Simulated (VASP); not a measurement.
# Al2Cu in VASP: single point with PBEsol

Aim: the single point of Al2Cu with PBEsol.

All numbers are computed with VASP 6.6.1; they aren't measurements. Logs are shortened: lines on timing, memory, paths and dates and some standing lists are left out, and cuts for length are marked.

### Step 1. The cell of the first run

The typed cell holds 9 atoms: a = 4.049 Å, b = 4.049 Å, c = 10.918 Å, α = 90.00°, β = 90.00°, γ = 120.00°.

### Step 2. Single point, PBEsol (the distance across one plane changed)

INCAR

```
  PREC = Accurate
  ENCUT = 520
  EDIFF = 1E-7
  ISMEAR = 0
  SIGMA = 0.15
  LREAL = F
  LASPH = T
  NELM = 80
  ALGO = Fast
  ISIF = 2
  LWAVE = F
  LCHARG = F
  GGA = PS
  NBANDS = 36
```

KPOINTS

```
regular mesh
0
Gamma
  13 13 5
```

POSCAR

```
Al2Cu
1.0
   -2.0246315446      2.0246315446     -2.8630136682
   -2.0246315446     -2.0246315446      2.8630136682
    0.0000000000      8.9149992101      6.3034109075
Al Cu
6 3
Direct
    0.0000096854     -0.0000096854      0.8326949479
    0.3333359747      0.6666640253      0.2270876111
    0.6666728301      0.3333271699      0.5298912795
    0.3333412577      0.6666587423      0.6812931137
    0.6666675470      0.3333324530      0.0756857769
    0.0000044024     -0.0000044024      0.3784894453
    0.6666754716      0.3333245284      0.7569940308
    0.0000017608     -0.0000017608      0.1513866940
    0.3333386162      0.6666613838      0.4541903624
```

Potentials or basis: VASP PAW PBE potentials, release 64 (Al, Cu).

Started as:

```bash
$ cat potpaw_PBE.64/Al/POTCAR potpaw_PBE.64/Cu/POTCAR > POTCAR
$ mpirun -np 1 vasp_std > vasp.out
```

OUTCAR:

```text
PREC = Accurate
   ENCUT = 520
   EDIFF = 1E-7
   ISMEAR = 0
   LREAL = F
   LASPH = T
   NELM = 80
   ISIF = 2
   GGA = PS

 ion  position               nearest neighbor table
   1  0.000  1.000  0.833-   7 2.48   7 2.48   7 2.48   4 2.86   4 2.86   4 2.86
   2  0.333  0.667  0.227-   8 2.48   8 2.48   9 2.48   8 2.48   6 2.86   5 2.86   6 2.86   6 2.86
                             5 2.86   5 2.86
   3  0.667  0.333  0.530-   9 2.48   9 2.48   7 2.48   9 2.48   6 2.86   4 2.86   4 2.86   4 2.86
                             6 2.86   6 2.86
   4  0.333  0.667  0.681-   7 2.48   7 2.48   9 2.48   7 2.48   1 2.86   3 2.86   3 2.86   3 2.86
                             1 2.86   1 2.86
   5  0.667  0.333  0.076-   8 2.48   8 2.48   8 2.48   2 2.86   2 2.86   2 2.86
   6  0.000  1.000  0.378-   9 2.48   8 2.48   9 2.48   9 2.48   2 2.86   3 2.86   2 2.86   2 2.86
                             3 2.86   3 2.86
   7  0.667  0.333  0.757-   1 2.48   4 2.48   4 2.48   3 2.48   1 2.48   1 2.48   4 2.48
   8  0.000  1.000  0.151-   5 2.48   2 2.48   2 2.48   6 2.48   5 2.48   5 2.48   2 2.48
   9  0.333  0.667  0.454-   6 2.48   3 2.48   3 2.48   2 2.48   4 2.48   6 2.48   6 2.48   3 2.48

  LATTYP: Found a base centered monoclinic cell.
 ALAT       =     7.0131248829
 B/A-ratio  =     0.5773835711
 C/A-ratio  =     1.5568441382
 COS(beta)  =    -0.0000741014

  Lattice vectors:

 A1 = (  -2.0246315446,  -2.0246315446,   2.8630136682)
 A2 = (   2.0246315446,  -2.0246315446,   2.8630136682)
 A3 = (   0.0000000000,   8.9149992101,   6.3034109075)

Analysis of symmetry for initial positions (statically):
=====================================================================
 Subroutine PRICEL returns:
 Original cell was already a primitive cell.

 Routine SETGRP: Setting up the symmetry group for a
 base centered monoclinic supercell.

 Subroutine GETGRP returns: Found  4 space group operations
 (whereof  2 operations were pure point group operations)
 out of a pool of  4 trial point group operations.

The static configuration has the point symmetry C_1h.
 The point group associated with its full space group is C_2h.

Analysis of symmetry for dynamics (positions and initial velocities):
=====================================================================
 Subroutine PRICEL returns:
 Original cell was already a primitive cell.

 Routine SETGRP: Setting up the symmetry group for a
 base centered monoclinic supercell.

 Subroutine GETGRP returns: Found  4 space group operations
 (whereof  2 operations were pure point group operations)
 out of a pool of  4 trial point group operations.

The dynamic configuration has the point symmetry C_1h.
 The point group associated with its full space group is C_2h.

 Subroutine INISYM returns: Found  4 space group operations
 (whereof  2 operations are pure point group operations),
 and found     1 'primitive' translations

----------------------------------------------------------------------------------------

                                     Primitive cell

  volume of cell :     155.0295

  direct lattice vectors                    reciprocal lattice vectors
    -2.024631545  2.024631545 -2.863013668    -0.246958515  0.082320375 -0.116426818
    -2.024631545 -2.024631545  2.863013668    -0.246958515 -0.082320375  0.116426818
     0.000000000  8.914999210  6.303410907     0.000000000  0.074779944  0.052881981

  length of vectors
     4.049087928  4.049087928 10.918342364     0.285167243  0.285167243  0.091588995

  position of ions in fractional coordinates (direct lattice)
     0.000009685  0.999990315  0.832694948
     0.333335975  0.666664025  0.227087611
     0.666672830  0.333327170  0.529891279
     0.333341258  0.666658742  0.681293114
     0.666667547  0.333332453  0.075685777
     0.000004402  0.999995598  0.378489445
     0.666675472  0.333324528  0.756994031
     0.000001761  0.999998239  0.151386694
     0.333338616  0.666661384  0.454190362

  ion indices of the primitive-cell ions
   primitive index   ion index
                 1           1
                 2           2
                 3           3
                 4           4
                 5           5
                 6           6
                 7           7
                 8           8
                 9           9

----------------------------------------------------------------------------------------

 KPOINTS: regular mesh

Automatic generation of k-mesh.
 Grid dimensions read from file:
 generate k-points for:   13   13    5

 Generating k-lattice:

  Cartesian coordinates                     Fractional coordinates (reciprocal lattice)
    -0.018996809  0.006332337 -0.008955909     0.076923077  0.000000000  0.000000000
    -0.018996809 -0.006332337  0.008955909     0.000000000  0.076923077 -0.000000000
     0.000000000  0.014955989  0.010576396     0.000000000 -0.000000000  0.200000000

  Length of vectors
     0.021935942  0.021935942  0.018317799

  Shift w.r.t. Gamma in fractional coordinates (k-lattice)
     0.000000000  0.000000000  0.000000000

 Subroutine IBZKPT returns following result:
 ===========================================

 Found    231 irreducible k-points:

 Following reciprocal coordinates:
            Coordinates               Weight
  0.000000  0.000000  0.000000      1.000000
  0.076923 -0.000000 -0.000000      4.000000
  0.153846 -0.000000 -0.000000      4.000000
  0.230769  0.000000  0.000000      4.000000
  0.307692 -0.000000 -0.000000      4.000000
  0.384615 -0.000000  0.000000      4.000000
[... 16 lines left out ...]
  0.384615  0.153846  0.000000      4.000000
  0.461538  0.153846  0.000000      4.000000
 [... further k-points ...]
   k-points           NKPTS =    231   k-points in BZ     NKDIM =    231   number of bands    NBANDS=     36
   number of dos      NEDOS =    301   number of ions     NIONS =      9
   total plane-waves  NPLWV =  75600
   dimension x,y,z NGX =    30 NGY =   30 NGZ =   84
   dimension x,y,z NGXF=    60 NGYF=   60 NGZF=  168
   ions per type =               6   3
   NGX,Y,Z   is equivalent  to a cutoff of  12.32, 12.32, 12.79 a.u.
   NGXF,Y,Z  is equivalent  to a cutoff of  24.63, 24.63, 25.58 a.u.
 SYSTEM =  unknown system
   PREC   = accura    normal or accurate (medium, high low for compatibility)
   ISTART =      0    job   : 0-new  1-cont  2-samecut
   ICHARG =      2    charge: 1-file 2-atom 10-const
   ISPIN  =      1    spin polarized calculation?
   LNONCOLLINEAR =      F non collinear calculations
   LSORBIT =      F    spin-orbit coupling
   LASPH  =      T    aspherical Exc in radial PAW
   ENCUT  =  520.0 eV  38.22 Ry    6.18 a.u.   7.53  7.53 20.30*2*pi/ulx,y,z
   NELM   =     80;   NELMIN=  2; NELMDL= -5     # of ELM steps
   EDIFF  = 0.1E-06   stopping-criterion for ELM
   LREAL  =      F    real-space projection
   EDIFFG = 0.1E-05   stopping-criterion for IOM
   NSW    =      0    number of steps for IOM
   IBRION =     -1    ionic relax: 0-MD 1-quasi-New 2-CG
   NFREE  =      0    steps in history (QN), initial steepest desc. (CG)
   ISIF   =      2    stress and relaxation
   ISYM   =      2    0-nonsym 1-usesym 2-fastsym
   POTIM  = 0.5000    time-step for ionic-motion
   TEBEG  =    0.0;   TEEND  =   0.0 temperature during run
   PSTRESS=    0.0 pullay stress
   NELECT =      51.0000    total number of electrons
   NUPDOWN=      -1.0000    fix difference up-down
   EMIN   =  10.00;   EMAX   =-10.00  energy-range for DOS
   EFERMI =   0.00;   METHOD = LEGACY
   ISMEAR =     0;   SIGMA  =   0.15  broadening in eV -4-tet -1-fermi 0-gaus
   EFERMI_NEDOS =   21; number of points for ismear=-14 and -15
   IALGO  =     68    algorithm
   IMIX   =      4    mixing-type and parameters
     AMIX     =   0.40;   BMIX     =  1.00
     AMIX_MAG =   1.60;   BMIX_MAG =  1.00
  volume/ion in A,a.u.               =      17.23       116.24
  Fermi-wavevector in a.u.,A,eV,Ry     =   1.130126  2.135628 17.377148  1.277184
  Thomas-Fermi vector in A             =   2.266821
   LORBIT       =      0    0 simple, 1 ext, 2 COOP (PROOUT), +10 PAW based schemes
   GGA     = PS    functional components
   LHFCALC =     F    Hartree Fock is set to
   AEXX    =    0.0000 exact exchange contribution
   IVDW    =     0    specifies the selected vdW correction
   LEPSILON=     F    determine dielectric tensor
   LRPA    =     F    only Hartree local field effects (RPA)
 non-spin polarized calculation
 RMM-DIIS sequential band-by-band and
 Gauss-broadening in eV      SIGMA  =   0.15
  energy-cutoff  :      520.00
  volume of cell :      155.03
 maximum number of plane-waves:      4207
 NGX is ok and might be reduce to    30
   NGX = 15   NGY = 15   NGZ = 41

 number of electron      51.0000040 magnetization

 Free energy of the ion-electron system (eV)
  ---------------------------------------------------
  ext. energy  EPLUGINS =         0.00000000
  ---------------------------------------------------
  free energy    TOTEN  =       -37.71301943 eV

  energy without entropy =      -37.67951444  energy(sigma->0) =      -37.69626693

 E-fermi :   6.1413     XC(G=0): -10.1820

 val. band max:        6.1393392388   @ k =   0.2308  -0.3077   0.4000
 cond. band min:       6.1435803747   @ k =  -0.3846   0.3077   0.2000
 fundamental gap:      0.0042411359
 Fermi energy:         6.1412748918

 k-point     1 :       0.0000    0.0000    0.0000
  band No.  band energies     occupation
      1      -3.9103      2.00000
      2      -2.8510      2.00000
      3      -2.0516      2.00000
      4       0.7466      2.00000
      5       1.1240      2.00000
      6       1.5578      2.00000
[... 28 lines left out ...]
     35       9.9853      0.00000
     36      10.4770      0.00000

 k-point     2 :       0.0769   -0.0000   -0.0000
  band No.  band energies     occupation
      1      -3.8391      2.00000
      2      -2.7807      2.00000
      3      -1.9802      2.00000
      4       0.7758      2.00000
      5       1.1369      2.00000
      6       1.5426      2.00000
[... 28 lines left out ...]
     35      10.6088      0.00000
     36      10.7306      0.00000

 k-point     3 :       0.1538   -0.0000   -0.0000
  band No.  band energies     occupation
      1      -3.6262      2.00000
      2      -2.5707      2.00000
      3      -1.7672      2.00000
      4       0.8516      2.00000
      5       1.1625      2.00000
      6       1.4953      2.00000
[... 28 lines left out ...]
     35      10.8945      0.00000
     36      11.3152      0.00000

 k-point     4 :       0.2308    0.0000    0.0000
  band No.  band energies     occupation
      1      -3.2743      2.00000
      2      -2.2247      2.00000
      3      -1.4164      2.00000
      4       0.9302      2.00000
      5       1.1566      2.00000
      6       1.4125      2.00000
[... 28 lines left out ...]
     35      11.1477      0.00000
     36      11.8936      0.00000

 k-point     5 :       0.3077   -0.0000   -0.0000
  band No.  band energies     occupation
      1      -2.7886      2.00000
      2      -1.7512      2.00000
      3      -0.9369      2.00000
      4       0.8353      2.00000
      5       1.0880      2.00000
      6       1.2749      2.00000
[... 655 lines left out ...]
 k-point    22 :       0.3077    0.1538   -0.0000
  band No.  band energies     occupation
      1      -1.9785      2.00000
      2      -0.9794      2.00000
      3      -0.1617      2.00000
      4       0.4169      2.00000
      5       0.9360      2.00000
      6       1.0372      2.00000
[... 28 lines left out ...]
     35      11.0473      0.00000
     36      12.2243      0.00000

 k-point    23 :       0.3846    0.1538    0.0000
  band No.  band energies     occupation
      1      -1.2929      2.00000
      2      -0.5701      2.00000
      3      -0.0863      2.00000
      4       0.4179      2.00000
      5       0.5268      2.00000
      6       0.9175      2.00000
[... 28 lines left out ...]
     35      11.1990      0.00000
     36      11.9259      0.00000

 k-point    24 :       0.4615    0.1538    0.0000
  band No.  band energies     occupation
      1      -1.2928      2.00000
      2      -0.5702      2.00000
      3      -0.0862      2.00000
      4       0.4179      2.00000
      5       0.5268      2.00000
      6       0.9174      2.00000
[... 28 lines left out ...]
     35      11.1995      0.00000
     36      11.9742      0.00000

 [... further k-points ...]

------------------------ aborting loop because EDIFF is reached ----------------------------------------

  FORCE on cell =-STRESS in cart. coord.  units (eV):
  Direction    XX          YY          ZZ          XY          YZ          ZX
  --------------------------------------------------------------------------------------
  -------------------------------------------------------------------------------------
  Total       -0.9226306     -3.9886532     -2.4497726      0.0000000     -2.1685085      0.0000000
  in kB       -9.5350762    -41.2213852    -25.3175738      0.0000000    -22.4108037      0.0000000
  external PRESSURE =     -25.3580118 kB  Pullay stress =       0.0000000 kB

 VOLUME and BASIS-vectors are now :
 -----------------------------------------------------------------------------
  energy-cutoff  :      520.00
  volume of cell :      155.03
      direct lattice vectors                 reciprocal lattice vectors
    -2.024631545  2.024631545 -2.863013668    -0.246958515  0.082320375 -0.116426818
    -2.024631545 -2.024631545  2.863013668    -0.246958515 -0.082320375  0.116426818
     0.000000000  8.914999210  6.303410907     0.000000000  0.074779944  0.052881981

 POSITION                                       TOTAL-FORCE (eV/Angst)
 -----------------------------------------------------------------------------------
     -2.02463      5.39888      8.11178        -0.000000      0.454029      0.321382
     -2.02463      1.34962      2.38575        -0.000000     -0.214815     -0.151925
     -2.02463      5.39888      2.38575        -0.000000      0.035487      0.025119
     -2.02463      5.39888      5.24876        -0.000000      0.214815      0.151925
     -2.02463      1.34962     -0.47726        -0.000000     -0.454029     -0.321382
     -2.02463      1.34962      5.24876        -0.000000     -0.035487     -0.025119
     -2.02463      7.42351      3.81726        -0.000000      0.411232      0.290808
     -2.02463     -0.67501      3.81726        -0.000000     -0.411232     -0.290808
     -2.02463      3.37425      3.81726         0.000000      0.000000     -0.000000
 -----------------------------------------------------------------------------------
    total drift:                                0.000001     -0.000567     -0.000403

  FREE ENERGIE OF THE ION-ELECTRON SYSTEM (eV)
  ---------------------------------------------------
  free  energy   TOTEN  =       -37.7130194299 eV

  energy  without entropy=      -37.6795144389  energy(sigma->0) =      -37.69626693
```

It took 18 min on 1 thread of Intel Xeon 6975P-C (Granite Rapids), shared host; peak memory 0.98 GiB.

Results:

* Free energy: -37.7130 eV
* Pressure: -2.5 GPa
* Largest force: 0.556 eV/Å
* Band gap on the k mesh: zero (an odd number of electrons rules out a gap without spin polarisation)

Forces on the atoms (eV/Å):
```
Al   0.000  0.454  0.321
Al   0.000 -0.215 -0.152
Al   0.000  0.035  0.025
Al   0.000  0.215  0.152
Al   0.000 -0.454 -0.321
Al   0.000 -0.035 -0.025
Cu   0.000  0.411  0.291
Cu   0.000 -0.411 -0.291
Cu   0.000  0.000  0.000
```

Stress tensor (GPa, compression positive):
```
-0.95  0.00  0.00
 0.00 -4.12 -2.24
 0.00 -2.24 -2.53
```

Caveat: the cell differs from its parent crystal (the distance across one plane changed); the PAW data sets were made with another functional, which shifts forces and pressure a little.
